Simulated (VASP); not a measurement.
# Tl3O2 (R-3c) in VASP: further runs

Runs on Tl3O2. Level: PBE. Tasks: single point.

All numbers are computed with VASP 6.6.1; they aren't measurements. Logs are shortened: lines on timing, memory, paths and dates and some standing lists are left out, and cuts for length are marked.

## Step 1: The cell of the first run

It takes space group R-3c (No. 167, trigonal). The conventional cell has a = 6.419 Å, b = 6.419 Å, c = 17.524 Å, α = 90.00°, β = 90.00°, γ = 120.00°. Within 3.7 Å of Tl (site symmetry 2) lie 4 O at 2.50 to 2.66 Å and 8 Tl at 3.40 to 3.68 Å. Within 3.3 Å of O (site symmetry 3) lie 6 Tl at 2.50 to 2.66 Å.

## Step 2: Single point, PBE

INCAR

```
ALGO     = Normal         # electronic algorithm
EDIFF    = 1E-7           # SCF threshold, eV
ENCUT    = 520            # plane-wave cutoff, eV
GGA      = PE             # functional
ISIF     = 2              # what is computed and relaxed
ISMEAR   = 0              # smearing method
LASPH    = T              # aspherical terms in the spheres
LCHARG   = T              # write CHGCAR
LELF     = T              # ELF
LREAL    = F              # projectors in reciprocal space
LVHAR    = T            
LWAVE    = F              # write WAVECAR
NBANDS   = 62             # bands
NELM     = 80             # most SCF steps
PREC     = Accurate       # precision mode
SIGMA    = 0.1            # smearing width, eV
```

KPOINTS

```
k-points
0
Gamma
  3 3 3
```

POSCAR

```
Tl3O2
1.0
    3.2093384072      1.8529123933      5.8414778494
   -3.2093384072      1.8529123933      5.8414778494
    0.0000000000     -3.7058247867      5.8414778494
Tl O
6 4
Direct
    0.0562500000      0.4437500000      0.7500000000
    0.7500000000      0.0562500000      0.4437500000
    0.4437500000      0.7500000000      0.0562500000
    0.9437500000      0.5562500000      0.2500000000
    0.2500000000      0.9437500000      0.5562500000
    0.5562500000      0.2500000000      0.9437500000
    0.8521800000      0.8521800000      0.8521800000
    0.6478200000      0.6478200000      0.6478200000
    0.1478200000      0.1478200000      0.1478200000
    0.3521800000      0.3521800000      0.3521800000
```

Potentials or basis: VASP PAW PBE potentials, release 64 (Tl_d, O).

Run with:

```
cat potpaw_PBE.64/Tl_d/POTCAR potpaw_PBE.64/O/POTCAR > POTCAR
mpirun -np 1 vasp_std > vasp.out
```

OUTCAR:

```text
EDIFF = 1E-7
   ENCUT = 520
   GGA = PE
   ISIF = 2
   ISMEAR = 0
   LASPH = T
   LREAL = F
   NELM = 80
   PREC = Accurate

 ion  position               nearest neighbor table
   1  0.056  0.444  0.750-   9 2.50  10 2.50   7 2.66   8 2.66   2 3.40   3 3.40   4 3.53   4 3.53
                             5 3.68   6 3.68   6 3.68   5 3.68   3 3.87   2 3.87   3 3.87   2 3.87
   2  0.750  0.056  0.444-  10 2.50   9 2.50   8 2.66   7 2.66   1 3.40   3 3.40   5 3.53   5 3.53
                             4 3.68   4 3.68   6 3.68   6 3.68   1 3.87   3 3.87   3 3.87   1 3.87
   3  0.444  0.750  0.056-   9 2.50  10 2.50   7 2.66   8 2.66   1 3.40   2 3.40   6 3.53   6 3.53
                             4 3.68   4 3.68   5 3.68   5 3.68   1 3.87   2 3.87   2 3.87   1 3.87
   4  0.944  0.556  0.250-   7 2.50   8 2.50   9 2.66  10 2.66   6 3.40   5 3.40   1 3.53   1 3.53
                             2 3.68   3 3.68   2 3.68   3 3.68   6 3.87   5 3.87   6 3.87   5 3.87
   5  0.250  0.944  0.556-   8 2.50   7 2.50  10 2.66   9 2.66   4 3.40   6 3.40   2 3.53   2 3.53
                             1 3.68   1 3.68   3 3.68   3 3.68   4 3.87   6 3.87   6 3.87   4 3.87
   6  0.556  0.250  0.944-   7 2.50   8 2.50   9 2.66  10 2.66   4 3.40   5 3.40   3 3.53   3 3.53
                             1 3.68   1 3.68   2 3.68   2 3.68   4 3.87   5 3.87   5 3.87   4 3.87
   7  0.852  0.852  0.852-   6 2.50   5 2.50   4 2.50   1 2.66   3 2.66   2 2.66
   8  0.648  0.648  0.648-   5 2.50   6 2.50   4 2.50   1 2.66   2 2.66   3 2.66
   9  0.148  0.148  0.148-   3 2.50   2 2.50   1 2.50   4 2.66   6 2.66   5 2.66
  10  0.352  0.352  0.352-   2 2.50   3 2.50   1 2.50   4 2.66   5 2.66   6 2.66

  LATTYP: Found a trigonal (rhomboedric) cell.
 ALAT       =     6.9178031783
 COS(alpha) =     0.5695481095

  Lattice vectors:

 A1 = (   3.2093384072,   1.8529123933,   5.8414778494)
 A2 = (  -3.2093384072,   1.8529123933,   5.8414778494)
 A3 = (   0.0000000000,  -3.7058247867,   5.8414778494)

Analysis of symmetry for initial positions (statically):
=====================================================================
 Subroutine PRICEL returns:
 Original cell was already a primitive cell.

 Routine SETGRP: Setting up the symmetry group for a
 trigonal (rhombohedral) supercell.

 Subroutine GETGRP returns: Found 12 space group operations
 (whereof  6 operations were pure point group operations)
 out of a pool of 12 trial point group operations.

The static configuration has the point symmetry S_6 .
 The point group associated with its full space group is D_3d.

Analysis of symmetry for dynamics (positions and initial velocities):
=====================================================================
 Subroutine PRICEL returns:
 Original cell was already a primitive cell.

 Routine SETGRP: Setting up the symmetry group for a
 trigonal (rhombohedral) supercell.

 Subroutine GETGRP returns: Found 12 space group operations
 (whereof  6 operations were pure point group operations)
 out of a pool of 12 trial point group operations.

The dynamic configuration has the point symmetry S_6 .
 The point group associated with its full space group is D_3d.

 Subroutine INISYM returns: Found 12 space group operations
 (whereof  6 operations are pure point group operations),
 and found     1 'primitive' translations

----------------------------------------------------------------------------------------

                                     Primitive cell

  volume of cell :     208.4224

  direct lattice vectors                    reciprocal lattice vectors
     3.209338407  1.852912393  5.841477849     0.155795350  0.089948487  0.057063185
    -3.209338407  1.852912393  5.841477849    -0.155795350  0.089948487  0.057063185
     0.000000000 -3.705824787  5.841477849     0.000000000 -0.179896974  0.057063185

  length of vectors
     6.917803178  6.917803178  6.917803178     0.188730306  0.188730306  0.188730306

  position of ions in fractional coordinates (direct lattice)
     0.056250000  0.443750000  0.750000000
     0.750000000  0.056250000  0.443750000
     0.443750000  0.750000000  0.056250000
     0.943750000  0.556250000  0.250000000
     0.250000000  0.943750000  0.556250000
     0.556250000  0.250000000  0.943750000
     0.852180000  0.852180000  0.852180000
     0.647820000  0.647820000  0.647820000
     0.147820000  0.147820000  0.147820000
     0.352180000  0.352180000  0.352180000

  ion indices of the primitive-cell ions
   primitive index   ion index
                 1           1
                 2           2
                 3           3
                 4           4
                 5           5
                 6           6
                 7           7
                 8           8
                 9           9
                10          10

----------------------------------------------------------------------------------------

 KPOINTS: k-points

Automatic generation of k-mesh.
 Grid dimensions read from file:
 generate k-points for:    3    3    3

 Generating k-lattice:

  Cartesian coordinates                     Fractional coordinates (reciprocal lattice)
     0.051931783  0.029982829  0.019021062     0.333333333  0.000000000 -0.000000000
    -0.051931783  0.029982829  0.019021062     0.000000000  0.333333333 -0.000000000
     0.000000000 -0.059965658  0.019021062    -0.000000000 -0.000000000  0.333333333

  Length of vectors
     0.062910102  0.062910102  0.062910102

  Shift w.r.t. Gamma in fractional coordinates (k-lattice)
     0.000000000  0.000000000  0.000000000

 Subroutine IBZKPT returns following result:
 ===========================================

 Found      6 irreducible k-points:

 Following reciprocal coordinates:
            Coordinates               Weight
  0.000000  0.000000  0.000000      1.000000
  0.333333 -0.000000  0.000000      6.000000
  0.333333  0.333333  0.000000      6.000000
 -0.333333  0.333333  0.000000      6.000000
  0.333333  0.333333  0.333333      2.000000
 -0.333333  0.333333  0.333333      6.000000
   k-points           NKPTS =      6   k-points in BZ     NKDIM =      6   number of bands    NBANDS=     62
   number of dos      NEDOS =    301   number of ions     NIONS =     10
   total plane-waves  NPLWV = 157464
   dimension x,y,z NGX =    54 NGY =   54 NGZ =   54
   dimension x,y,z NGXF=   108 NGYF=  108 NGZF=  108
   ions per type =               6   4
   NGX,Y,Z   is equivalent  to a cutoff of  12.98, 12.98, 12.98 a.u.
   NGXF,Y,Z  is equivalent  to a cutoff of  25.95, 25.95, 25.95 a.u.
 SYSTEM =  unknown system
   PREC   = accura    normal or accurate (medium, high low for compatibility)
   ISTART =      0    job   : 0-new  1-cont  2-samecut
   ICHARG =      2    charge: 1-file 2-atom 10-const
   ISPIN  =      1    spin polarized calculation?
   LNONCOLLINEAR =      F non collinear calculations
   LSORBIT =      F    spin-orbit coupling
   LASPH  =      T    aspherical Exc in radial PAW
   ENCUT  =  520.0 eV  38.22 Ry    6.18 a.u.  12.86 12.86 12.86*2*pi/ulx,y,z
   NELM   =     80;   NELMIN=  2; NELMDL= -5     # of ELM steps
   EDIFF  = 0.1E-06   stopping-criterion for ELM
   LREAL  =      F    real-space projection
   EDIFFG = 0.1E-05   stopping-criterion for IOM
   NSW    =      0    number of steps for IOM
   IBRION =     -1    ionic relax: 0-MD 1-quasi-New 2-CG
   NFREE  =      0    steps in history (QN), initial steepest desc. (CG)
   ISIF   =      2    stress and relaxation
   ISYM   =      2    0-nonsym 1-usesym 2-fastsym
   POTIM  = 0.5000    time-step for ionic-motion
   TEBEG  =    0.0;   TEEND  =   0.0 temperature during run
   PSTRESS=    0.0 pullay stress
   NELECT =     102.0000    total number of electrons
   NUPDOWN=      -1.0000    fix difference up-down
   EMIN   =  10.00;   EMAX   =-10.00  energy-range for DOS
   EFERMI =   0.00;   METHOD = LEGACY
   ISMEAR =     0;   SIGMA  =   0.10  broadening in eV -4-tet -1-fermi 0-gaus
   EFERMI_NEDOS =   21; number of points for ismear=-14 and -15
   IALGO  =     38    algorithm
   IMIX   =      4    mixing-type and parameters
     AMIX     =   0.40;   BMIX     =  1.00
     AMIX_MAG =   1.60;   BMIX_MAG =  1.00
  volume/ion in A,a.u.               =      20.84       140.65
  Fermi-wavevector in a.u.,A,eV,Ry     =   1.290110  2.437954 22.645318  1.664384
  Thomas-Fermi vector in A             =   2.421962
   LORBIT       =      0    0 simple, 1 ext, 2 COOP (PROOUT), +10 PAW based schemes
   GGA     = PE    functional components
   LHFCALC =     F    Hartree Fock is set to
   AEXX    =    0.0000 exact exchange contribution
   IVDW    =     0    specifies the selected vdW correction
   LEPSILON=     F    determine dielectric tensor
   LRPA    =     F    only Hartree local field effects (RPA)
 non-spin polarized calculation
 Gauss-broadening in eV      SIGMA  =   0.10
  energy-cutoff  :      520.00
  volume of cell :      208.42
 maximum number of plane-waves:      5622
 NGX is ok and might be reduce to    54
   NGX = 25   NGY = 25   NGZ = 25

 number of electron     102.0000008 magnetization

 Free energy of the ion-electron system (eV)
  ---------------------------------------------------
  ext. energy  EPLUGINS =         0.00000000
  ---------------------------------------------------
  free energy    TOTEN  =       -36.62219455 eV

  energy without entropy =      -36.57652162  energy(sigma->0) =      -36.59935809

 E-fermi :   5.3140     XC(G=0): -10.0716

 val. band max:        5.2932303176   @ k =   0.3333   0.3333   0.0000
 cond. band min:       5.3492773017   @ k =  -0.3333   0.3333   0.0000
 fundamental gap:      0.0560469841
 Fermi energy:         5.3140448254

 k-point     1 :       0.0000    0.0000    0.0000
  band No.  band energies     occupation
      1     -12.1478      2.00000
      2     -11.8850      2.00000
      3     -11.8846      2.00000
      4     -11.8681      2.00000
      5      -5.7212      2.00000
      6      -5.7045      2.00000
[... 379 lines left out ...]
     61      10.4947      0.00000
     62      11.0968      0.00000

------------------------ aborting loop because EDIFF is reached ----------------------------------------

  FORCE on cell =-STRESS in cart. coord.  units (eV):
  Direction    XX          YY          ZZ          XY          YZ          ZX
  --------------------------------------------------------------------------------------
  -------------------------------------------------------------------------------------
  Total        5.4455957      5.4455957      3.9311366      0.0000000     -0.0000000      0.0000000
  in kB       41.8611919     41.8611919     30.2192952      0.0000000     -0.0000000      0.0000000
  external PRESSURE =      37.9805596 kB  Pullay stress =       0.0000000 kB

 VOLUME and BASIS-vectors are now :
 -----------------------------------------------------------------------------
  energy-cutoff  :      520.00
  volume of cell :      208.42
      direct lattice vectors                 reciprocal lattice vectors
     3.209338407  1.852912393  5.841477849     0.155795350  0.089948487  0.057063185
    -3.209338407  1.852912393  5.841477849    -0.155795350  0.089948487  0.057063185
     0.000000000 -3.705824787  5.841477849     0.000000000 -0.179896974  0.057063185

 POSITION                                       TOTAL-FORCE (eV/Angst)
 -----------------------------------------------------------------------------------
     -1.24362     -1.85291      7.30185         0.034176     -0.000000      0.000000
      2.22648     -0.15055      7.30185        -0.017088      0.029597      0.000000
     -0.98286      2.00346      7.30185        -0.017088     -0.029597      0.000000
      1.24362      1.85291     10.22259        -0.034176      0.000000      0.000000
     -2.22648      0.15055     10.22259         0.017088     -0.029597      0.000000
      0.98286     -2.00346     10.22259         0.017088      0.029597      0.000000
      0.00000     -0.00000     14.93397        -0.000000     -0.000000      0.011159
      0.00000     -0.00000     11.35268        -0.000000      0.000000     -0.011159
      0.00000     -0.00000      2.59046        -0.000000      0.000000     -0.011159
      0.00000     -0.00000      6.17176        -0.000000     -0.000000      0.011159
 -----------------------------------------------------------------------------------
    total drift:                                0.000000     -0.000000     -0.000000

  FREE ENERGIE OF THE ION-ELECTRON SYSTEM (eV)
  ---------------------------------------------------
  free  energy   TOTEN  =       -36.6221945480 eV

  energy  without entropy=      -36.5765216230  energy(sigma->0) =      -36.59935809
```

It took 5.3 min on 1 thread of Oxide Virtual Turin-like, shared host; peak memory 0.36 GiB.

Results:

- Free energy: -36.6222 eV
- Pressure: 3.8 GPa
- Largest force: 0.034 eV/Å
- Band gap on the k mesh: zero (bands 51 and 52 overlap by 0.62 eV)

Forces in eV/Å, atoms in the order of the input:
```
Tl   0.034  0.000  0.000
Tl  -0.017  0.030  0.000
Tl  -0.017 -0.030  0.000
Tl  -0.034  0.000  0.000
Tl   0.017 -0.030  0.000
Tl   0.017  0.030  0.000
O    0.000  0.000  0.011
O    0.000  0.000 -0.011
O    0.000  0.000 -0.011
O    0.000  0.000  0.011
```

Stress tensor (GPa, compression positive):
```
4.19 0.00 0.00
0.00 4.19 0.00
0.00 0.00 3.02
```

Levels at points of the mesh, in eV from the Fermi level:
```csv
k point,band 49,band 50,band 51,band 52,band 53,band 54
"(0.00, 0.00, 0.00)",-1.44,0.47,0.56,0.56,0.60,1.57
```

Caveat: the k points lie up to 0.40 Å⁻¹ apart, too coarse for converged energies and pressures of a metal; spin-orbit coupling is left out, which moves the levels of the heavy elements.

(Continued in part 2 of 2.)
